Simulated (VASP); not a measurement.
# As (R-3m) in VASP: a series of runs

Aim: see how the results for As move with the level of theory and the settings. Levels: PBE, LDA. Tasks: single point.

Everything below comes from runs of VASP 6.6.1. Logs are shortened: lines on timing, memory, paths and dates and some standing lists are left out, and cuts for length are marked.

## 1. The cell of the first run

It takes space group R-3m (No. 166, trigonal). The conventional cell has a = 3.759 Å, b = 3.759 Å, c = 10.457 Å, α = 90.00°, β = 90.00°, γ = 120.00°. As (site symmetry 3m) has 6 As at 2.52 to 3.10 Å within 3.3 Å.

## 2. Single point, PBE

The input, INCAR:

```
SYSTEM = As
  PREC = Accurate
  ENCUT = 500
  EDIFF = 1E-6
  ISMEAR = 0
  SIGMA = 0.1
  LREAL = .FALSE.
  LASPH = .TRUE.
  NELM = 120
  ALGO = Normal
  ISIF = 2
  LWAVE = .FALSE.
  LCHARG = .FALSE.
  GGA = PE
  NBANDS = 12
  GGA_COMPAT = .FALSE.
```

The input, KPOINTS:

```
regular mesh
0
G
  6 6 6
  0 0 0
```

The input, POSCAR:

```
As
1.0
    1.8797494575      1.0852738553      3.4857700000
   -1.8797494575      1.0852738553      3.4857700000
    0.0000000000     -2.1705477106      3.4857700000
As
2
Direct
    0.2275400000      0.2275400000      0.2275400000
    0.7724600000      0.7724600000      0.7724600000
```

Potentials or basis: VASP PAW PBE potentials, release 64 (As).

Command:

```sh
$ cat potpaw_PBE.64/As/POTCAR > POTCAR
$ mpirun -np 1 vasp_std > vasp.out
```

OUTCAR:

```text
SYSTEM = As
   PREC = Accurate
   ENCUT = 500
   EDIFF = 1E-6
   ISMEAR = 0
   LREAL = .FALSE.
   LASPH = .TRUE.
   NELM = 120
   ISIF = 2
   GGA = PE

 ion  position               nearest neighbor table
   1  0.228  0.228  0.228-   2 2.52   2 2.52   2 2.52
   2  0.772  0.772  0.772-   1 2.52   1 2.52   1 2.52

  LATTYP: Found a trigonal (rhomboedric) cell.
 ALAT       =     4.1063207202
 COS(alpha) =     0.5808936906

  Lattice vectors:

 A1 = (   1.8797494575,   1.0852738553,   3.4857700000)
 A2 = (  -1.8797494575,   1.0852738553,   3.4857700000)
 A3 = (   0.0000000000,  -2.1705477106,   3.4857700000)

Analysis of symmetry for initial positions (statically):
=====================================================================
 Subroutine PRICEL returns:
 Original cell was already a primitive cell.

 Routine SETGRP: Setting up the symmetry group for a
 trigonal (rhombohedral) supercell.

 Subroutine GETGRP returns: Found 12 space group operations
 (whereof 12 operations were pure point group operations)
 out of a pool of 12 trial point group operations.

The static configuration has the point symmetry D_3d.

Analysis of symmetry for dynamics (positions and initial velocities):
=====================================================================
 Subroutine PRICEL returns:
 Original cell was already a primitive cell.

 Routine SETGRP: Setting up the symmetry group for a
 trigonal (rhombohedral) supercell.

 Subroutine GETGRP returns: Found 12 space group operations
 (whereof 12 operations were pure point group operations)
 out of a pool of 12 trial point group operations.

The dynamic configuration has the point symmetry D_3d.

 Subroutine INISYM returns: Found 12 space group operations
 (whereof 12 operations are pure point group operations),
 and found     1 'primitive' translations

----------------------------------------------------------------------------------------

                                     Primitive cell

  volume of cell :      42.6667

  direct lattice vectors                    reciprocal lattice vectors
     1.879749457  1.085273855  3.485770000     0.265992895  0.153571070  0.095626887
    -1.879749457  1.085273855  3.485770000    -0.265992895  0.153571070  0.095626887
     0.000000000 -2.170547711  3.485770000     0.000000000 -0.307142139  0.095626887

  length of vectors
     4.106320720  4.106320720  4.106320720     0.321684310  0.321684310  0.321684310

  position of ions in fractional coordinates (direct lattice)
     0.227540000  0.227540000  0.227540000
     0.772460000  0.772460000  0.772460000

  ion indices of the primitive-cell ions
   primitive index   ion index
                 1           1
[... 87 lines left out ...]
   EFERMI =   0.00;   METHOD = LEGACY
   ISMEAR =     0;   SIGMA  =   0.10  broadening in eV -4-tet -1-fermi 0-gaus
   EFERMI_NEDOS =   21; number of points for ismear=-14 and -15
   IALGO  =     38    algorithm
   IMIX   =      4    mixing-type and parameters
     AMIX     =   0.40;   BMIX     =  1.00
     AMIX_MAG =   1.60;   BMIX_MAG =  1.00
  volume/ion in A,a.u.               =      21.33       143.96
  Fermi-wavevector in a.u.,A,eV,Ry     =   1.009358  1.907409 13.861654  1.018803
  Thomas-Fermi vector in A             =   2.142281
   LORBIT       =      0    0 simple, 1 ext, 2 COOP (PROOUT), +10 PAW based schemes
   GGA     = PE    functional components
   LHFCALC =     F    Hartree Fock is set to
   AEXX    =    0.0000 exact exchange contribution
   IVDW    =     0    specifies the selected vdW correction
   LEPSILON=     F    determine dielectric tensor
   LRPA    =     F    only Hartree local field effects (RPA)
 non-spin polarized calculation
 Gauss-broadening in eV      SIGMA  =   0.10
  energy-cutoff  :      500.00
  volume of cell :       42.67
 maximum number of plane-waves:      1099
 NGX is ok and might be reduce to    30
   NGX = 15   NGY = 15   NGZ = 15

 number of electron      10.0000000 magnetization

 Free energy of the ion-electron system (eV)
  ---------------------------------------------------
  ext. energy  EPLUGINS =         0.00000000
  ---------------------------------------------------
  free energy    TOTEN  =        -9.35658162 eV

  energy without entropy =       -9.35501162  energy(sigma->0) =       -9.35579662

 E-fermi :   5.5881     XC(G=0): -10.0185

 val. band max:        5.2535916811   @ k =   0.5000   0.0000   0.0000
 cond. band min:       5.5880971594   @ k =   0.3333   0.1667   0.1667
 fundamental gap:      0.3345054783
 Fermi energy:         5.5880624342

 k-point     1 :       0.0000    0.0000    0.0000
  band No.  band energies     occupation
      1      -9.5276      2.00000
      2      -0.2067      2.00000
      3       3.0133      2.00000
      4       3.5475      2.00000
      5       3.5475      2.00000
      6       7.3337      0.00000
      7       8.5247      0.00000
      8       8.5247      0.00000
      9      12.3373      0.00000
     10      12.3373      0.00000
     11      12.7545      0.00000
     12      14.2467      0.00000
[... 331 lines left out ...]
 k-point    24 :      -0.3333    0.5000    0.1667
  band No.  band energies     occupation
      1      -6.4782      2.00000
      2      -4.6429      2.00000
      3      -0.5761      2.00000
      4       0.4308      2.00000
      5       3.3560      2.00000
      6       7.8271      0.00000
      7       9.4220      0.00000
      8      12.0844      0.00000
      9      12.2471      0.00000
     10      14.2116      0.00000
     11      17.3648      0.00000
     12      18.4545      0.00000

 [... further k-points ...]

------------------------ aborting loop because EDIFF is reached ----------------------------------------

  FORCE on cell =-STRESS in cart. coord.  units (eV):
  Direction    XX          YY          ZZ          XY          YZ          ZX
  --------------------------------------------------------------------------------------
  -------------------------------------------------------------------------------------
  Total        1.1485155      1.1485155      0.7157321      0.0000000      0.0000000      0.0000000
  in kB       43.1278846     43.1278846     26.8764429      0.0000000      0.0000000      0.0000000
  external PRESSURE =      37.7107374 kB  Pullay stress =       0.0000000 kB

 VOLUME and BASIS-vectors are now :
 -----------------------------------------------------------------------------
  energy-cutoff  :      500.00
  volume of cell :       42.67
      direct lattice vectors                 reciprocal lattice vectors
     1.879749457  1.085273855  3.485770000     0.265992895  0.153571070  0.095626887
    -1.879749457  1.085273855  3.485770000    -0.265992895  0.153571070  0.095626887
     0.000000000 -2.170547711  3.485770000     0.000000000 -0.307142139  0.095626887

 POSITION                                       TOTAL-FORCE (eV/Angst)
 -----------------------------------------------------------------------------------
      0.00000      0.00000      2.37946         0.000000     -0.000000      0.163210
      0.00000      0.00000      8.07785         0.000000      0.000000     -0.163210
 -----------------------------------------------------------------------------------
    total drift:                               -0.000000      0.000000     -0.000000

  FREE ENERGIE OF THE ION-ELECTRON SYSTEM (eV)
  ---------------------------------------------------
  free  energy   TOTEN  =        -9.3565816206 eV

  energy  without entropy=       -9.3550116242  energy(sigma->0) =       -9.35579662
```

OSZICAR:

```text
N       E                     dE             d eps       ncg     rms          rms(c)
DAV:   1     0.267313362316E+02    0.26731E+02   -0.41166E+03   768   0.672E+02
DAV:   2    -0.787931588982E+01   -0.34611E+02   -0.33025E+02  1024   0.111E+02
DAV:   3    -0.936421781914E+01   -0.14849E+01   -0.14807E+01   964   0.229E+01
DAV:   4    -0.937059125762E+01   -0.63734E-02   -0.63730E-02   860   0.176E+00
DAV:   5    -0.937060667380E+01   -0.15416E-04   -0.15416E-04   980   0.927E-02    0.337E+00
DAV:   6    -0.936134342187E+01    0.92633E-02   -0.43151E-03   864   0.417E-01    0.202E+00
DAV:   7    -0.935640353066E+01    0.49399E-02   -0.10187E-02   880   0.652E-01    0.866E-02
DAV:   8    -0.935654551662E+01   -0.14199E-03   -0.22254E-04   916   0.893E-02    0.243E-02
DAV:   9    -0.935658186612E+01   -0.36350E-04   -0.38760E-05   896   0.409E-02    0.975E-03
DAV:  10    -0.935658162063E+01    0.24550E-06   -0.21124E-06   900   0.814E-03
   1 F= -.93565816E+01 E0= -.93557966E+01  d E =-.157000E-02
```

Run time: 18 s. Hardware: 1 thread of Intel Xeon Platinum 8375C at 2.90GHz (Ice Lake), shared host; peak memory 0.16 GiB.

What came out:

```
Free energy            : -9.3566 eV
Pressure               : 3.8 GPa
Largest force          : 0.163 eV/Å
Band gap on the k mesh : zero (band 5 reaches 5.59 eV, above the bottom of band 6 at 5.25 eV)
```

Forces on the atoms (eV/Å):
```
As   0.000  0.000  0.163
As   0.000  0.000 -0.163
```

Levels at points of the mesh, in eV from the Fermi level:
```csv
k point,band 1,band 2,band 3,band 4,band 5,band 6,band 7,band 8,band 9,band 10
"(0.00, 0.00, 0.00)",-15.12,-5.79,-2.57,-2.04,-2.04,1.75,2.94,2.94,6.75,6.75
"(0.50, 0.00, 0.00)",-12.35,-11.18,-2.80,-2.77,-0.39,-0.33,0.24,1.22,9.01,9.19
"(0.50, 0.50, 0.00)",-12.31,-9.71,-6.12,-4.32,-4.18,1.48,5.47,6.80,7.34,10.55
"(0.50, 0.50, 0.50)",-13.74,-10.16,-1.76,-1.76,-0.59,0.66,0.66,1.76,8.09,10.43
```

## 3. Single point, LDA

The input, INCAR:

```
PREC = Accurate
ENCUT = 500
EDIFF = 1E-6
ISMEAR = 0
SIGMA = 0.1
LREAL = F
LASPH = T
NELM = 120
ALGO = Normal
ISIF = 2
LWAVE = F
LCHARG = T
LELF = T
LVHAR = T
NBANDS = 12
GGA_COMPAT = F
```

The input, KPOINTS:

```
Automatic mesh
0
Gamma
  6 6 6
```

POSCAR is that of step 2.

Potentials or basis: VASP PAW LDA potentials, release 64 (As).

Command:

```sh
$ cat potpaw_LDA.64/As/POTCAR > POTCAR
$ mpirun -np 1 vasp_std > vasp.out
```

Run time: 20 s. Hardware: 1 thread of Intel Xeon Platinum 8375C at 2.90GHz (Ice Lake), shared host; peak memory 0.14 GiB.

Results (log left out):

| Item | Value |
| --- | --- |
| Free energy | -10.8086 eV |
| Pressure | -1.2 GPa |
| Largest force | 0.019 eV/Å |
| Band gap on the k mesh | zero (band 5 reaches 5.53 eV, above the bottom of band 6 at 5.17 eV) |

Forces on the atoms (eV/Å):
```
As   0.000  0.000  0.019
As   0.000  0.000 -0.019
```

Stress tensor (GPa, compression positive):
```
-0.73  0.00  0.00
 0.00 -0.73  0.00
 0.00  0.00 -2.28
```

Levels at points of the mesh, in eV from the Fermi level:
```tsv
k point	band 2	band 3	band 4	band 5	band 6	band 7	band 8	band 9
(0.00, 0.00, 0.00)	-5.83	-2.53	-1.99	-1.99	1.76	2.95	2.95	6.80
(0.50, 0.00, 0.00)	-11.16	-2.74	-2.72	-0.36	-0.35	0.24	1.24	8.96
(0.50, 0.50, 0.00)	-9.69	-6.09	-4.28	-4.13	1.49	5.45	6.76	7.28
(0.50, 0.50, 0.50)	-10.14	-1.70	-1.70	-0.63	0.69	0.69	1.77	8.04
```
